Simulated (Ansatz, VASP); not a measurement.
## GaN in VASP and in Ansatz

The input POSCAR:

```
GaN
1.0
    0.0000000000      2.2230441631      2.2230441631
    2.2230441631      0.0000000000      2.2230441631
    2.2230441631      2.2230441631      0.0000000000
Ga N
1 1
Direct
    0.0000000000      0.0000000000      0.0000000000
    0.2500000000      0.2500000000      0.2500000000
```

INCAR.step1

```
SYSTEM = GaN
PREC = Accurate
ENCUT = 520
ISMEAR = -1
SIGMA = 0.05
LREAL = .False.
LASPH = .True.
NELM = 80
NBANDS = 16
GGA = PE
ALGO = Normal
EDIFF = 1E-4
LWAVE = .True.
LCHARG = .False.
```

The input INCAR.step2:

```
SYSTEM = GaN
PREC = Accurate
ENCUT = 520
EDIFF = 1E-6
ISMEAR = -1
SIGMA = 0.05
LREAL = .False.
LASPH = .True.
NELM = 80
ALGO = Normal
ISIF = 2
LWAVE = .False.
LCHARG = .True.
METAGGA = R2SCAN
LMIXTAU = .True.
IVDW = 12
VDW_S6 = 1.0
VDW_S8 = 0.78981345
VDW_A1 = 0.49484001
VDW_A2 = 5.73083694
LELF = .True.
LVHAR = .True.
NBANDS = 16
ISTART = 1
```

KPOINTS

```
regular mesh
0
Gamma
  10 10 10
  0 0 0
```

Contents of input.yaml:

```yaml
crystal:
  lattice:
    - [0.0, 2.2230441631, 2.2230441631]
    - [2.2230441631, 0.0, 2.2230441631]
    - [2.2230441631, 2.2230441631, 0.0]
  atoms:
    - { symbol: Ga, position: [0.0, 0.0, 0.0] }
    - { symbol: "N", position: [0.25, 0.25, 0.25] }
hamiltonian:
  xc: r2scan
  pseudopotentials: { kind: paw }
  dispersion: d3bj
kpoints:
  mp_grid: { grid: [10, 10, 10] }
scf:
  occupations: { method: fermi_dirac, width: 0.05 }
output:
  forces: true
  stress: true
  eigenvalues: true
```

Alike in both runs: task single point; functional r2SCAN; dispersion D3(BJ); k mesh 10 × 10 × 10; occupations fermi-dirac, width 0.05 eV; no spin polarisation.

```csv
,VASP,Ansatz
version,VASP 6.6.1,Ansatz 0.2.0
potentials or method,"VASP PAW PBE potentials, release 64 (Ga_d, N)",Ansatz PAW
plane-wave cutoff (eV),520,500
valence electrons in the cell,18,18
```

|  | VASP | Ansatz | Ansatz less VASP |
| --- | --- | --- | --- |
| gap on the k mesh at the Fermi level (eV) | 2.39 | 2.40 | +0.011 |
| least direct gap on the mesh (eV) | 2.39 | 2.40 | +0.011 |
| pressure (GPa) | 6.7 | 5.5 | -1.16 |

VASP's potentials were made for PBE, not for r2SCAN.
